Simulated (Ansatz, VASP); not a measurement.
TaN in VASP and in Ansatz

```
CELL_PARAMETERS angstrom
3.01752 0.00000 0.00000
-1.50876 2.61325 0.00000
0.00000 0.00000 4.91800
ATOMIC_POSITIONS crystal
Ta 0.00000 0.00000 0.00000
Ta 0.00000 0.00000 0.50000
N 0.33333 0.66667 0.25000
N 0.66667 0.33333 0.75000
```

Change from the starting cell: equal xx and yy strain of -1 %, crystal datasets.

Alike in both runs: task electric field gradients; functional PBE; k mesh 9 × 9 × 5; occupations fermi-dirac, width 0.01 eV; no spin polarisation.

|  | VASP | Ansatz |
| --- | --- | --- |
| version | VASP 6.6.1 | Ansatz 0.2.0 |
| potentials or method | VASP PAW PBE potentials, release 64 (Ta_pv, N), cutoff 520 eV | all-electron PAW with datasets made for the crystal, scalar-relativistic |

Ansatz gave:

```
pressure (GPa)                                                : 68.8
traceless stress, the component that is largest in VASP (GPa) : 61.79
size of Vzz on the site where it differs most (V/Å²)          : 201.0
```

Q: Which values does VASP return?

A: Pressure (GPa): 71.0; traceless stress, the component that is largest in VASP (GPa): 62.54; size of Vzz on the site where it differs most (V/Å²): 181.1.

Both programs put the cell under a high pressure, so it lies far from rest at this level. Ansatz ran all-electron here, and VASP with PAW potentials.

Spin-orbit coupling is off throughout. Noted on VASP's run: the cell as given lies far from equilibrium.
